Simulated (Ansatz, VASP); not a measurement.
MgO: VASP beside Ansatz

```
Mg O
1.0
     0.00000    2.08035    2.08035
     2.08035    0.00000    2.08035
     2.08035    2.08035    0.00000
Mg O
1 1
Direct
  0.00000 0.00000 0.00000
  0.50000 0.50000 0.50000
```

Alike in both runs: functional LDA; k mesh 8 × 8 × 8; occupations gaussian, width 0.02 eV; no spin polarisation.

Ansatz relaxed the structure, and its values are those at the end. VASP's run is a single point on that final structure, the one shown.

|  | VASP | Ansatz |
| --- | --- | --- |
| version | VASP 6.6.1 | Ansatz 0.2.0 |
| potentials or method | VASP PAW LDA potentials, release 64 (Mg, O), cutoff 520 eV | scalar-relativistic, plane waves, PAW |
| valence electrons in the cell | 8 | 16 |

Ansatz gave:

```
gap on the k mesh at the Fermi level (eV) : 5.03
least direct gap on the mesh (eV)         : 5.03
pressure (GPa)                            : 0.0
```

Q: What did VASP give for the same quantities?

A: gap on the k mesh at the Fermi level (eV): 5.02; least direct gap on the mesh (eV): 5.02; pressure (GPa): -1.9.

Ansatz warns that its potentials were made for another functional, while VASP's fit it. LDA's correlation is that of Perdew and Zunger in VASP and of Perdew and Wang (1992) in Ansatz. VASP's potentials hold 8 valence electrons a cell and Ansatz's 16, so a difference there can come from the potentials and not from the codes.
